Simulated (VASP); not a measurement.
Here is a VASP 6.6.1 calculation.

INCAR

```
ALGO = Normal
EDIFF = 1E-6
ENCUT = 520
GGA = PE
ISIF = 2
ISMEAR = 0
ISPIN = 2
LASPH = T
LCHARG = F
LORBIT = 11
LREAL = F
LWAVE = F
MAGMOM = 0 0
NBANDS = 19
NELM = 150
PREC = Accurate
SIGMA = 0.025
```

File KPOINTS:

```
k-points
0
Gamma
  9 9 9
```

Contents of POSCAR:

```
KF
1.0
    0.0000000000      2.6357394923      2.6357394923
    2.6357394923      0.0000000000      2.6357394923
    2.6357394923      2.6357394923      0.0000000000
K F
1 1
Direct
    0.0000000000      0.0000000000      0.0000000000
    0.5000000000      0.5000000000      0.5000000000
```

Potentials or basis: VASP PAW PBE potentials, release 64 (K_sv, F).

Command:

```bash
$ cat potpaw_PBE.64/K_sv/POTCAR potpaw_PBE.64/F/POTCAR > POTCAR
$ mpirun -np 1 vasp_std > vasp.out
```

Problem. Estimate the band gap on the k mesh.

Solution. 6.38 eV.

Problem. Predict the net moment.

Solution. 0.00 μB per cell.

Caveat: an odd mesh through Γ misses points on the zone boundary, where band edges can lie.
